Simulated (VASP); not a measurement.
## GaN: single point with HSE06

The system is GaN.

```
Ga N
1.0
     2.69555    0.00000    0.00000
     0.00000    2.69555    0.00000
     0.00000    0.00000    2.69555
Ga N
1 1
Direct
  0.00000 0.00000 0.00000
  0.50000 0.50000 0.50000
```

- Program: VASP 6.6.1
- Task: single point
- Functional: HSE06
- Potentials or basis: VASP PAW PBE potentials, release 64 (Ga_d, N)
- Cutoff: 520 eV
- k mesh: 6 × 6 × 6
- Occupations: fermi-dirac, width 0.02 eV
- Spin: no spin polarisation

```json
{
 "Pressure": "-1.6 GPa",
 "Band gap on the k mesh": "zero (bands 9 and 10 overlap by 1.28 eV)"
}
```

Levels at points of the mesh, in eV from the Fermi level:
| k point | band 7 | band 8 | band 9 | band 10 | band 11 | band 12 |
| --- | --- | --- | --- | --- | --- | --- |
| (0.00, 0.00, 0.00) | -1.88 | -1.88 | -1.88 | -1.27 | 10.57 | 10.57 |
| (0.50, 0.00, 0.00) | -10.96 | -0.21 | -0.21 | 4.32 | 6.50 | 11.96 |
| (0.50, 0.50, 0.00) | -7.52 | -7.52 | -2.52 | 0.42 | 9.83 | 9.83 |
| (0.50, 0.50, 0.50) | -3.85 | -3.85 | -3.85 | 1.69 | 1.69 | 1.69 |

Wall time 51 min on 1 thread of Intel Xeon 8259CL, with other jobs on the host, peak memory 0.24 GiB.

Caveat: the k points lie up to 0.39 Å⁻¹ apart, too coarse for converged energies and pressures of a metal; the structure was generated, so it needn't be the stable form of GaN; the PAW data sets were made with another functional, which shifts forces and pressure a little.
